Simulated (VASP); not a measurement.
# BeS (r.b) (F-43m) in VASP: single point with r2SCAN+rVV10

Aim: the single point of BeS (r.b) with r2SCAN+rVV10.

Program: VASP 6.6.1. These are calculated values, not measurements. Logs are shortened: lines on timing, memory, paths and dates and some standing lists are left out, and cuts for length are marked.

### Step 1. The cell of the first run

It takes space group F-43m (No. 216, cubic). Conventional cell: a = 4.840 Å, b = 4.840 Å, c = 4.840 Å, α = 90.00°, β = 90.00°, γ = 90.00°. Within 2.8 Å of Be (site symmetry -43m) lie 4 S at 2.10 Å. Within 2.8 Å of S (site symmetry -43m) lie 4 Be at 2.10 Å.

### Step 2. Single point, r2SCAN+rVV10

Contents of POSCAR:

```
BeS
1.0
    0.0000000000      2.4200000000      2.4200000000
    2.4200000000      0.0000000000      2.4200000000
    2.4200000000      2.4200000000      0.0000000000
Be S
1 1
Direct
    0.0000000000      0.0000000000      0.0000000000
    0.2500000000      0.2500000000      0.2500000000
```

Contents of INCAR.step1:

```
PREC = Accurate ; ENCUT = 660
ISMEAR = 0 ; SIGMA = 0.1
LREAL = False ; LASPH = True
NELM = 120 ; NBANDS = 11
GGA = PE ; ALGO = Normal
EDIFF = 1E-5 ; LWAVE = True
LCHARG = False ; GGA_COMPAT = False
```

Contents of INCAR.step2:

```
PREC = Accurate ; ENCUT = 660
EDIFF = 1E-6 ; ISMEAR = 0
SIGMA = 0.1 ; LREAL = False
LASPH = True ; NELM = 120
ALGO = Normal ; ISIF = 2
LWAVE = False ; LCHARG = False
METAGGA = R2SCAN ; LMIXTAU = True
LUSE_VDW = True ; IVDW_NL = 2
BPARAM = 11.95 ; CPARAM = 0.0093
NBANDS = 11 ; ISTART = 1
GGA_COMPAT = False
```

Contents of KPOINTS:

```
Automatic mesh
0
Gamma
  6 6 6
```

Potentials or basis: VASP PAW PBE potentials, release 64 (Be, S).

Launch:

```console
$ cat potpaw_PBE.64/Be/POTCAR potpaw_PBE.64/S/POTCAR > POTCAR
$ cp INCAR.step1 INCAR
$ mpirun -np 1 vasp_std > vasp.out
$ cp INCAR.step2 INCAR
$ mpirun -np 1 vasp_std > vasp.out
```

OUTCAR:

```text
PREC = Accurate
   ENCUT = 660
   EDIFF = 1E-6
   ISMEAR = 0
   LREAL = False
   LASPH = True
   NELM = 120
   ISIF = 2
   METAGGA = R2SCAN
   IVDW_NL = 2
   BPARAM = 11.95
   ISTART = 1

 ion  position               nearest neighbor table
   1  0.000  0.000  0.000-   2 2.10   2 2.10   2 2.10   2 2.10
   2  0.250  0.250  0.250-   1 2.10   1 2.10   1 2.10   1 2.10

  LATTYP: Found a face centered cubic cell.
 ALAT       =     4.8400000000

  Lattice vectors:

 A1 = (   0.0000000000,   2.4200000000,   2.4200000000)
 A2 = (   2.4200000000,   0.0000000000,   2.4200000000)
 A3 = (   2.4200000000,   2.4200000000,   0.0000000000)

Analysis of symmetry for initial positions (statically):
=====================================================================
 Subroutine PRICEL returns:
 Original cell was already a primitive cell.

 Routine SETGRP: Setting up the symmetry group for a
 face centered cubic supercell.

 Subroutine GETGRP returns: Found 24 space group operations
 (whereof 24 operations were pure point group operations)
 out of a pool of 48 trial point group operations.

The static configuration has the point symmetry T_d .

Analysis of symmetry for dynamics (positions and initial velocities):
=====================================================================
 Subroutine PRICEL returns:
 Original cell was already a primitive cell.

 Routine SETGRP: Setting up the symmetry group for a
 face centered cubic supercell.

 Subroutine GETGRP returns: Found 24 space group operations
 (whereof 24 operations were pure point group operations)
 out of a pool of 48 trial point group operations.

The dynamic configuration has the point symmetry T_d .

 Subroutine INISYM returns: Found 24 space group operations
 (whereof 24 operations are pure point group operations),
 and found     1 'primitive' translations

----------------------------------------------------------------------------------------

                                     Primitive cell

  volume of cell :      28.3450

  direct lattice vectors                    reciprocal lattice vectors
     0.000000000  2.420000000  2.420000000    -0.206611570  0.206611570  0.206611570
     2.420000000  0.000000000  2.420000000     0.206611570 -0.206611570  0.206611570
     2.420000000  2.420000000  0.000000000     0.206611570  0.206611570 -0.206611570

  length of vectors
     3.422396821  3.422396821  3.422396821     0.357861737  0.357861737  0.357861737

  position of ions in fractional coordinates (direct lattice)
     0.000000000  0.000000000  0.000000000
     0.250000000  0.250000000  0.250000000

  ion indices of the primitive-cell ions
   primitive index   ion index
                 1           1
                 2           2

----------------------------------------------------------------------------------------

 KPOINTS: Automatic mesh

Automatic generation of k-mesh.
 Grid dimensions read from file:
 generate k-points for:    6    6    6

 Generating k-lattice:

  Cartesian coordinates                     Fractional coordinates (reciprocal lattice)
    -0.034435262  0.034435262  0.034435262     0.166666667  0.000000000  0.000000000
     0.034435262 -0.034435262  0.034435262     0.000000000  0.166666667  0.000000000
     0.034435262  0.034435262 -0.034435262     0.000000000  0.000000000  0.166666667

  Length of vectors
     0.059643623  0.059643623  0.059643623

  Shift w.r.t. Gamma in fractional coordinates (k-lattice)
     0.000000000  0.000000000  0.000000000

 Subroutine IBZKPT returns following result:
 ===========================================

 Found     16 irreducible k-points:

 Following reciprocal coordinates:
            Coordinates               Weight
  0.000000  0.000000  0.000000      1.000000
  0.166667  0.000000  0.000000      8.000000
  0.333333  0.000000  0.000000      8.000000
  0.500000  0.000000  0.000000      4.000000
  0.166667  0.166667  0.000000      6.000000
  0.333333  0.166667  0.000000     24.000000
[... 8 lines left out ...]
 -0.333333  0.333333  0.166667     24.000000
 -0.333333  0.500000  0.166667     12.000000
   k-points           NKPTS =     16   k-points in BZ     NKDIM =     16   number of bands    NBANDS=     11
   number of dos      NEDOS =    301   number of ions     NIONS =      2
   total plane-waves  NPLWV =  27000
   dimension x,y,z NGX =    30 NGY =   30 NGZ =   30
   dimension x,y,z NGXF=    60 NGYF=   60 NGZF=   60
   ions per type =               1   1
   NGX,Y,Z   is equivalent  to a cutoff of  14.57, 14.57, 14.57 a.u.
   NGXF,Y,Z  is equivalent  to a cutoff of  29.15, 29.15, 29.15 a.u.
 SYSTEM =  unknown system
   PREC   = accura    normal or accurate (medium, high low for compatibility)
   ISTART =      1    job   : 0-new  1-cont  2-samecut
   ICHARG =      0    charge: 1-file 2-atom 10-const
   ISPIN  =      1    spin polarized calculation?
   LNONCOLLINEAR =      F non collinear calculations
   LSORBIT =      F    spin-orbit coupling
   LASPH  =      T    aspherical Exc in radial PAW
   ENCUT  =  660.0 eV  48.51 Ry    6.96 a.u.   7.17  7.17  7.17*2*pi/ulx,y,z
   NELM   =    120;   NELMIN=  2; NELMDL=  0     # of ELM steps
   EDIFF  = 0.1E-05   stopping-criterion for ELM
   LREAL  =      F    real-space projection
   EDIFFG = 0.1E-04   stopping-criterion for IOM
   NSW    =      0    number of steps for IOM
   IBRION =     -1    ionic relax: 0-MD 1-quasi-New 2-CG
   NFREE  =      0    steps in history (QN), initial steepest desc. (CG)
   ISIF   =      2    stress and relaxation
   ISYM   =      2    0-nonsym 1-usesym 2-fastsym
   POTIM  = 0.5000    time-step for ionic-motion
   TEBEG  =    0.0;   TEEND  =   0.0 temperature during run
   PSTRESS=    0.0 pullay stress
   NELECT =       8.0000    total number of electrons
   NUPDOWN=      -1.0000    fix difference up-down
   EMIN   =  10.00;   EMAX   =-10.00  energy-range for DOS
   EFERMI =   0.00;   METHOD = LEGACY
   ISMEAR =     0;   SIGMA  =   0.10  broadening in eV -4-tet -1-fermi 0-gaus
   EFERMI_NEDOS =   21; number of points for ismear=-14 and -15
   IALGO  =     38    algorithm
   IMIX   =      4    mixing-type and parameters
     AMIX     =   0.40;   BMIX     =  1.00
     AMIX_MAG =   1.60;   BMIX_MAG =  1.00
  volume/ion in A,a.u.               =      14.17        95.64
  Fermi-wavevector in a.u.,A,eV,Ry     =   1.073856  2.029294 15.689791  1.153167
  Thomas-Fermi vector in A             =   2.209668
   LORBIT       =      0    0 simple, 1 ext, 2 COOP (PROOUT), +10 PAW based schemes
   METAGGA = R2SCAN    functional components
   LHFCALC =     F    Hartree Fock is set to
   AEXX    =    0.0000 exact exchange contribution
   IVDW_NL    =     2    kernel type
   BPARAM     =11.9500
   IVDW    =     0    specifies the selected vdW correction
   LEPSILON=     F    determine dielectric tensor
   LRPA    =     F    only Hartree local field effects (RPA)
 non-spin polarized calculation
 Gauss-broadening in eV      SIGMA  =   0.10
  energy-cutoff  :      660.00
  volume of cell :       28.34
 maximum number of plane-waves:      1113
 NGX is ok and might be reduce to    30
   NGX = 15   NGY = 15   NGZ = 15

 number of electron       8.0000001 magnetization

 Free energy of the ion-electron system (eV)
  ---------------------------------------------------
  ext. energy  EPLUGINS =         0.00000000
  ---------------------------------------------------
  free energy    TOTEN  =       -14.65876849 eV

  energy without entropy =      -14.65876849  energy(sigma->0) =      -14.65876849

 E-fermi :   4.5247     XC(G=0): -10.2521

 val. band max:        4.0366536981   @ k =   0.0000   0.0000   0.0000
 cond. band min:       7.5380845779   @ k =   0.5000   0.5000   0.0000
 fundamental gap:      3.5014308798
 Fermi energy:         4.5246672742

 k-point     1 :       0.0000    0.0000    0.0000
  band No.  band energies     occupation
      1     -10.3142      2.00000
      2       4.0367      2.00000
      3       4.0367      2.00000
      4       4.0367      2.00000
      5      10.2744      0.00000
      6      10.2744      0.00000
      7      10.2744      0.00000
      8      10.7241      0.00000
      9      17.4603      0.00000
     10      17.4603      0.00000
     11      19.9297      0.00000

 k-point     2 :       0.1667    0.0000    0.0000
  band No.  band energies     occupation
      1      -9.9859      2.00000
      2       2.0977      2.00000
      3       3.7023      2.00000
      4       3.7023      2.00000
      5      10.2592      0.00000
      6      10.8683      0.00000
      7      10.8683      0.00000
      8      12.6922      0.00000
      9      16.5358      0.00000
     10      16.5358      0.00000
     11      19.5838      0.00000

 k-point     3 :       0.3333    0.0000    0.0000
  band No.  band energies     occupation
      1      -9.1666      2.00000
      2      -0.6957      2.00000
      3       3.1813      2.00000
      4       3.1813      2.00000
      5      10.1751      0.00000
      6      11.2800      0.00000
      7      11.2800      0.00000
      8      15.2917      0.00000
      9      17.3647      0.00000
     10      17.3647      0.00000
     11      19.2793      0.00000

 k-point     4 :       0.5000    0.0000    0.0000
  band No.  band energies     occupation
      1      -8.6118      2.00000
      2      -1.9867      2.00000
      3       2.9680      2.00000
      4       2.9680      2.00000
      5      10.1283      0.00000
      6      11.1510      0.00000
      7      11.1510      0.00000
      8      16.0548      0.00000
      9      19.7839      0.00000
     10      19.7839      0.00000
     11      20.3486      0.00000

 k-point     5 :       0.1667    0.1667    0.0000
  band No.  band energies     occupation
      1      -9.8765      2.00000
      2       2.4714      2.00000
      3       3.0780      2.00000
      4       3.0780      2.00000
      5       9.5666      0.00000
      6      11.9348      0.00000
      7      11.9348      0.00000
      8      12.0302      0.00000
      9      15.1209      0.00000
     10      18.0859      0.00000
     11      21.0502      0.00000
[... 99 lines left out ...]
 k-point    13 :       0.5000    0.5000    0.0000
  band No.  band energies     occupation
      1      -8.0319      2.00000
      2      -1.2014      2.00000
      3       1.2924      2.00000
      4       1.2924      2.00000
      5       7.5381      0.00000
      6       9.3803      0.00000
      7      17.9460      0.00000
      8      17.9460      0.00000
      9      20.8578      0.00000
     10      21.2051      0.00000
     11      21.9048      0.00000

 k-point    14 :       0.5000    0.3333    0.1667
  band No.  band energies     occupation
      1      -8.5599      2.00000
      2      -0.5155      2.00000
      3       0.9306      2.00000
      4       2.0625      2.00000
      5      10.3220      0.00000
      6      11.5915      0.00000
      7      12.5609      0.00000
      8      15.1887      0.00000
      9      17.4995      0.00000
     10      19.7179      0.00000
     11      21.8444      0.00000

 k-point    15 :      -0.3333    0.3333    0.1667
  band No.  band energies     occupation
      1      -8.1547      2.00000
      2      -1.0232      2.00000
      3       0.4586      2.00000
      4       1.5681      2.00000
      5      10.6891      0.00000
      6      11.7074      0.00000
      7      14.2396      0.00000
      8      15.0943      0.00000
      9      16.1384      0.00000
     10      20.5678      0.00000
     11      21.5334      0.00000

 k-point    16 :      -0.3333    0.5000    0.1667
  band No.  band energies     occupation
      1      -7.9897      2.00000
      2      -0.7595      2.00000
      3       0.4806      2.00000
      4       0.7381      2.00000
      5       9.6413      0.00000
      6      11.2292      0.00000
      7      14.9340      0.00000
      8      15.3291      0.00000
      9      19.3974      0.00000
     10      19.7777      0.00000
     11      22.1059      0.00000

------------------------ aborting loop because EDIFF is reached ----------------------------------------

  FORCE on cell =-STRESS in cart. coord.  units (eV):
  Direction    XX          YY          ZZ          XY          YZ          ZX
  --------------------------------------------------------------------------------------
  -------------------------------------------------------------------------------------
  Total        0.2740117      0.2740117      0.2740117      0.0000000      0.0000000      0.0000000
  in kB       15.4882921     15.4882921     15.4882921      0.0000000      0.0000000      0.0000000
  external PRESSURE =      15.4882921 kB  Pullay stress =       0.0000000 kB

 VOLUME and BASIS-vectors are now :
 -----------------------------------------------------------------------------
  energy-cutoff  :      660.00
  volume of cell :       28.34
      direct lattice vectors                 reciprocal lattice vectors
     0.000000000  2.420000000  2.420000000    -0.206611570  0.206611570  0.206611570
     2.420000000  0.000000000  2.420000000     0.206611570 -0.206611570  0.206611570
     2.420000000  2.420000000  0.000000000     0.206611570  0.206611570 -0.206611570

 POSITION                                       TOTAL-FORCE (eV/Angst)
 -----------------------------------------------------------------------------------
      0.00000      0.00000      0.00000        -0.000000     -0.000000     -0.000000
      1.21000      1.21000      1.21000         0.000000      0.000000      0.000000
 -----------------------------------------------------------------------------------
    total drift:                                0.000000      0.000000      0.000000

  FREE ENERGIE OF THE ION-ELECTRON SYSTEM (eV)
  ---------------------------------------------------
  free  energy   TOTEN  =       -14.6587684905 eV

  energy  without entropy=      -14.6587684905  energy(sigma->0) =      -14.65876849
```

It took 82 s on 1 thread of Intel Xeon Platinum 8259CL at 2.50GHz (Skylake/Cascade Lake), shared host; peak memory 0.28 GiB.

What came out:

```
Free energy            : -14.6588 eV
Pressure               : 1.5 GPa
Band gap on the k mesh : 3.50 eV, indirect (least direct gap 6.24 eV)
```

Caveat: the PAW data sets were made with another functional, which shifts forces and pressure a little.
